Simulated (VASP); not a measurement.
# S (Fd-3m) in VASP: further runs

S is run at these levels: PBEsol; tasks: single point.

Program: VASP 6.6.1. These are calculated values, not measurements. Logs are shortened: lines on timing, memory, paths and dates and some standing lists are left out, and cuts for length are marked.

## (1) The cell of the first run

It takes space group Fd-3m (No. 227, cubic). The conventional cell has a = 4.996 Å, b = 4.996 Å, c = 4.996 Å, α = 90.00°, β = 90.00°, γ = 90.00°. S (site symmetry -43m) has 4 S at 2.16 Å within 2.9 Å.

## (2) Single point, PBEsol (volume scaled by 0.68)

INCAR reads:

```
ALGO = Normal ; EDIFF = 1E-7
ENCUT = 520 ; GGA = PS
ISIF = 2 ; ISMEAR = -1
LASPH = T ; LCHARG = T
LELF = T ; LREAL = F
LVHAR = T ; LWAVE = F
NBANDS = 13 ; NELM = 100
PREC = Accurate ; SIGMA = 0.05
```

KPOINTS reads:

```
k-points
0
Gamma
  13 13 13
```

POSCAR reads:

```
S
1.0
    0.0000000000      2.4980432615      2.4980432615
    2.4980432615      0.0000000000      2.4980432615
    2.4980432615      2.4980432615      0.0000000000
S
2
Direct
   -0.1250000000     -0.1250000000     -0.1250000000
    0.1250000000      0.1250000000      0.1250000000
```

Potentials or basis: VASP PAW PBE potentials, release 64 (S).

Command:

```
> cat potpaw_PBE.64/S/POTCAR > POTCAR
> mpirun -np 1 vasp_std > vasp.out
```

OUTCAR:

```text
EDIFF = 1E-7
   ENCUT = 520
   GGA = PS
   ISIF = 2
   ISMEAR = -1
   LASPH = T
   LREAL = F
   NELM = 100
   PREC = Accurate

 ion  position               nearest neighbor table
   1  0.875  0.875  0.875-   2 2.16   2 2.16   2 2.16   2 2.16
   2  0.125  0.125  0.125-   1 2.16   1 2.16   1 2.16   1 2.16

  LATTYP: Found a face centered cubic cell.
 ALAT       =     4.9960865230

  Lattice vectors:

 A1 = (   0.0000000000,   2.4980432615,   2.4980432615)
 A2 = (   2.4980432615,   0.0000000000,   2.4980432615)
 A3 = (   2.4980432615,   2.4980432615,   0.0000000000)

Analysis of symmetry for initial positions (statically):
=====================================================================
 Subroutine PRICEL returns:
 Original cell was already a primitive cell.

 Routine SETGRP: Setting up the symmetry group for a
 face centered cubic supercell.

 Subroutine GETGRP returns: Found 48 space group operations
 (whereof 12 operations were pure point group operations)
 out of a pool of 48 trial point group operations.

The static configuration has the point symmetry D_3d.
 The point group associated with its full space group is O_h .

Analysis of symmetry for dynamics (positions and initial velocities):
=====================================================================
 Subroutine PRICEL returns:
 Original cell was already a primitive cell.

 Routine SETGRP: Setting up the symmetry group for a
 face centered cubic supercell.

 Subroutine GETGRP returns: Found 48 space group operations
 (whereof 12 operations were pure point group operations)
 out of a pool of 48 trial point group operations.

The dynamic configuration has the point symmetry D_3d.
 The point group associated with its full space group is O_h .

 Subroutine INISYM returns: Found 48 space group operations
 (whereof 12 operations are pure point group operations),
 and found     1 'primitive' translations

----------------------------------------------------------------------------------------

                                     Primitive cell

  volume of cell :      31.1767

  direct lattice vectors                    reciprocal lattice vectors
     0.000000000  2.498043261  2.498043261    -0.200156662  0.200156662  0.200156662
     2.498043261  0.000000000  2.498043261     0.200156662 -0.200156662  0.200156662
     2.498043261  2.498043261  0.000000000     0.200156662  0.200156662 -0.200156662

  length of vectors
     3.532766660  3.532766660  3.532766660     0.346681508  0.346681508  0.346681508

  position of ions in fractional coordinates (direct lattice)
     0.875000000  0.875000000  0.875000000
     0.125000000  0.125000000  0.125000000

  ion indices of the primitive-cell ions
   primitive index   ion index
                 1           1
                 2           2

----------------------------------------------------------------------------------------

 KPOINTS: k-points

Automatic generation of k-mesh.
 Grid dimensions read from file:
 generate k-points for:   13   13   13

 Generating k-lattice:

  Cartesian coordinates                     Fractional coordinates (reciprocal lattice)
    -0.015396666  0.015396666  0.015396666     0.076923077  0.000000000  0.000000000
     0.015396666 -0.015396666  0.015396666     0.000000000  0.076923077  0.000000000
     0.015396666  0.015396666 -0.015396666     0.000000000  0.000000000  0.076923077

  Length of vectors
     0.026667808  0.026667808  0.026667808

  Shift w.r.t. Gamma in fractional coordinates (k-lattice)
     0.000000000  0.000000000  0.000000000

 Subroutine IBZKPT returns following result:
 ===========================================

 Found     84 irreducible k-points:

 Following reciprocal coordinates:
            Coordinates               Weight
  0.000000  0.000000  0.000000      1.000000
  0.076923  0.000000  0.000000      8.000000
  0.153846  0.000000  0.000000      8.000000
  0.230769  0.000000  0.000000      8.000000
  0.307692  0.000000  0.000000      8.000000
  0.384615  0.000000  0.000000      8.000000
[... 16 lines left out ...]
  0.384615  0.153846  0.000000     24.000000
  0.461538  0.153846  0.000000     24.000000
 [... further k-points ...]
   k-points           NKPTS =     84   k-points in BZ     NKDIM =     84   number of bands    NBANDS=     13
   number of dos      NEDOS =    301   number of ions     NIONS =      2
   total plane-waves  NPLWV =  21952
   dimension x,y,z NGX =    28 NGY =   28 NGZ =   28
   dimension x,y,z NGXF=    56 NGYF=   56 NGZF=   56
   ions per type =               2
   NGX,Y,Z   is equivalent  to a cutoff of  13.18, 13.18, 13.18 a.u.
   NGXF,Y,Z  is equivalent  to a cutoff of  26.35, 26.35, 26.35 a.u.
 SYSTEM =  unknown system
   PREC   = accura    normal or accurate (medium, high low for compatibility)
   ISTART =      0    job   : 0-new  1-cont  2-samecut
   ICHARG =      2    charge: 1-file 2-atom 10-const
   ISPIN  =      1    spin polarized calculation?
   LNONCOLLINEAR =      F non collinear calculations
   LSORBIT =      F    spin-orbit coupling
   LASPH  =      T    aspherical Exc in radial PAW
   ENCUT  =  520.0 eV  38.22 Ry    6.18 a.u.   6.57  6.57  6.57*2*pi/ulx,y,z
   NELM   =    100;   NELMIN=  2; NELMDL= -5     # of ELM steps
   EDIFF  = 0.1E-06   stopping-criterion for ELM
   LREAL  =      F    real-space projection
   EDIFFG = 0.1E-05   stopping-criterion for IOM
   NSW    =      0    number of steps for IOM
   IBRION =     -1    ionic relax: 0-MD 1-quasi-New 2-CG
   NFREE  =      0    steps in history (QN), initial steepest desc. (CG)
   ISIF   =      2    stress and relaxation
   ISYM   =      2    0-nonsym 1-usesym 2-fastsym
   POTIM  = 0.5000    time-step for ionic-motion
   TEBEG  =    0.0;   TEEND  =   0.0 temperature during run
   PSTRESS=    0.0 pullay stress
   NELECT =      12.0000    total number of electrons
   NUPDOWN=      -1.0000    fix difference up-down
   EMIN   =  10.00;   EMAX   =-10.00  energy-range for DOS
   EFERMI =   0.00;   METHOD = LEGACY
   ISMEAR =    -1;   SIGMA  =   0.05  broadening in eV -4-tet -1-fermi 0-gaus
   EFERMI_NEDOS =   21; number of points for ismear=-14 and -15
   IALGO  =     38    algorithm
   IMIX   =      4    mixing-type and parameters
     AMIX     =   0.40;   BMIX     =  1.00
     AMIX_MAG =   1.60;   BMIX_MAG =  1.00
  volume/ion in A,a.u.               =      15.59       105.20
  Fermi-wavevector in a.u.,A,eV,Ry     =   1.190854  2.250388 19.294884  1.418134
  Thomas-Fermi vector in A             =   2.326929
   LORBIT       =      0    0 simple, 1 ext, 2 COOP (PROOUT), +10 PAW based schemes
   GGA     = PS    functional components
   LHFCALC =     F    Hartree Fock is set to
   AEXX    =    0.0000 exact exchange contribution
   IVDW    =     0    specifies the selected vdW correction
   LEPSILON=     F    determine dielectric tensor
   LRPA    =     F    only Hartree local field effects (RPA)
 non-spin polarized calculation
  energy-cutoff  :      520.00
  volume of cell :       31.18
 maximum number of plane-waves:       872
   NGX = 13   NGY = 13   NGZ = 13

 number of electron      12.0000003 magnetization

 Free energy of the ion-electron system (eV)
  ---------------------------------------------------
  ext. energy  EPLUGINS =         0.00000000
  ---------------------------------------------------
  free energy    TOTEN  =        -5.70196138 eV

  energy without entropy =       -5.69043275  energy(sigma->0) =       -5.69619707

 E-fermi :   8.6328     XC(G=0): -10.9555

 val. band max:        8.6230255030   @ k =   0.3077   0.0769   0.0000
 cond. band min:       8.6553109596   @ k =  -0.1538   0.0769   0.0000
 fundamental gap:      0.0322854566
 Fermi energy:         8.6328321187

 k-point     1 :       0.0000    0.0000    0.0000
  band No.  band energies     occupation
      1     -11.0506      2.00000
      2       2.3368      2.00000
      3       2.9942      2.00000
      4       2.9942      2.00000
      5       2.9942      2.00000
      6       6.9358      2.00000
      7       6.9358      2.00000
      8       6.9358      2.00000
      9      14.5638      0.00000
     10      15.4769      0.00000
     11      15.4769      0.00000
     12      19.6112      0.00000
     13      19.6112      0.00000

 k-point     2 :       0.0769    0.0000    0.0000
  band No.  band energies     occupation
      1     -10.9718      2.00000
      2       1.1670      2.00000
      3       2.8940      2.00000
      4       2.8940      2.00000
      5       3.8737      2.00000
      6       7.0924      2.00000
      7       7.0924      2.00000
      8       7.1430      2.00000
      9      14.8604      0.00000
     10      15.2649      0.00000
     11      15.2649      0.00000
     12      19.3642      0.00000
     13      20.0953      0.00000

 k-point     3 :       0.1538    0.0000    0.0000
  band No.  band energies     occupation
      1     -10.7391      2.00000
      2      -0.3341      2.00000
      3       2.6502      2.00000
      4       2.6502      2.00000
      5       4.4022      2.00000
      6       7.4780      2.00000
      7       7.4780      2.00000
      8       7.9315      2.00000
      9      14.9144      0.00000
     10      14.9144      0.00000
     11      15.5821      0.00000
     12      18.9595      0.00000
     13      21.2478      0.00000
[... 305 lines left out ...]
 k-point    23 :       0.3846    0.1538    0.0000
  band No.  band energies     occupation
      1      -9.4229      2.00000
      2      -3.7922      2.00000
      3       0.9511      2.00000
      4       1.4340      2.00000
      5       5.7302      2.00000
      6       7.7253      2.00000
      7       9.5062      0.00000
      8      10.4419      0.00000
      9      14.6880      0.00000
     10      16.8904      0.00000
     11      17.1281      0.00000
     12      20.2996      0.00000
     13      20.3708      0.00000

 k-point    24 :       0.4615    0.1538    0.0000
  band No.  band energies     occupation
      1      -8.9094      2.00000
      2      -4.7040      2.00000
      3       0.6145      2.00000
      4       1.4002      2.00000
      5       5.5861      2.00000
      6       8.2247      1.99943
      7       9.4990      0.00000
      8      11.3081      0.00000
      9      15.5521      0.00000
     10      16.6373      0.00000
     11      18.0533      0.00000
     12      18.8244      0.00000
     13      19.4250      0.00000

 [... further k-points ...]
[... 5 lines left out ...]
  --------------------------------------------------------------------------------------
  -------------------------------------------------------------------------------------
  Total        6.7519528      6.7519528      6.7519528      0.0000000      0.0000000      0.0000000
  in kB      346.9845348    346.9845348    346.9845348      0.0000000      0.0000000      0.0000000
  external PRESSURE =     346.9845348 kB  Pullay stress =       0.0000000 kB

 VOLUME and BASIS-vectors are now :
 -----------------------------------------------------------------------------
  energy-cutoff  :      520.00
  volume of cell :       31.18
      direct lattice vectors                 reciprocal lattice vectors
     0.000000000  2.498043261  2.498043261    -0.200156662  0.200156662  0.200156662
     2.498043261  0.000000000  2.498043261     0.200156662 -0.200156662  0.200156662
     2.498043261  2.498043261  0.000000000     0.200156662  0.200156662 -0.200156662

 POSITION                                       TOTAL-FORCE (eV/Angst)
 -----------------------------------------------------------------------------------
      4.37158      4.37158      4.37158         0.000000     -0.000000     -0.000000
      0.62451      0.62451      0.62451        -0.000000      0.000000      0.000000
 -----------------------------------------------------------------------------------
    total drift:                                0.000000     -0.000000     -0.000000

  FREE ENERGIE OF THE ION-ELECTRON SYSTEM (eV)
  ---------------------------------------------------
  free  energy   TOTEN  =        -5.7019613835 eV

  energy  without entropy=       -5.6904327548  energy(sigma->0) =       -5.69619707
```

Run time: 13 s. Hardware: 1 thread of Intel Xeon 6975P-C (Granite Rapids), shared host; peak memory 0.16 GiB.

Results:

- Free energy: -5.7020 eV
- Pressure: 34.7 GPa
- Band gap on the k mesh: zero (band 6 reaches 10.22 eV, above the bottom of band 7 at 6.94 eV)

Levels at points of the mesh, in eV from the Fermi level:
```tsv
k point	band 4	band 5	band 6	band 7	band 8	band 9
(0.00, 0.00, 0.00)	-5.64	-5.64	-1.70	-1.70	-1.70	5.93
```

Caveat: the PAW data sets were made with another functional, which shifts forces and pressure a little.

## (3) Single point, PBEsol (volume scaled by 0.68)

INCAR reads:

```
SYSTEM = S
ALGO     = Normal         ! electronic algorithm
EDIFF    = 1E-6           ! SCF threshold, eV
ENCUT    = 520            ! plane-wave cutoff, eV
GGA      = PS             ! functional
ISIF     = 2              ! what is computed and relaxed
ISMEAR   = -1             ! smearing method
LASPH    = .True.         ! aspherical terms in the spheres
LCHARG   = .False.        ! write CHGCAR
LREAL    = .False.        ! projectors in reciprocal space
LWAVE    = .False.        ! write WAVECAR
NBANDS   = 13             ! bands
NELM     = 100            ! most SCF steps
PREC     = Accurate       ! precision mode
SIGMA    = 0.05           ! smearing width, eV
```

KPOINTS reads:

```
k-points
0
Gamma
  13 13 13
  0 0 0
```

POSCAR is that of step 2.

Potentials or basis: VASP PAW PBE potentials, release 64 (S).

Command:

```
> cat potpaw_PBE.64/S/POTCAR > POTCAR
> mpirun -np 1 vasp_std > vasp.out
```

Run time: 12 s. Hardware: 1 thread of Intel Xeon 6975P-C (Granite Rapids), shared host; peak memory 0.16 GiB.

Results (log left out):

```yaml
Free_energy: -5.7020 eV
Pressure: 34.7 GPa
Band_gap_on_the_k_mesh: zero (band 6 reaches 10.22 eV, above the bottom of band 7 at 6.94 eV)
```

Levels at points of the mesh, in eV from the Fermi level:
```csv
k point,band 4,band 5,band 6,band 7,band 8,band 9
"(0.00, 0.00, 0.00)",-5.64,-5.64,-1.70,-1.70,-1.70,5.93
```

Caveat: the PAW data sets were made with another functional, which shifts forces and pressure a little.
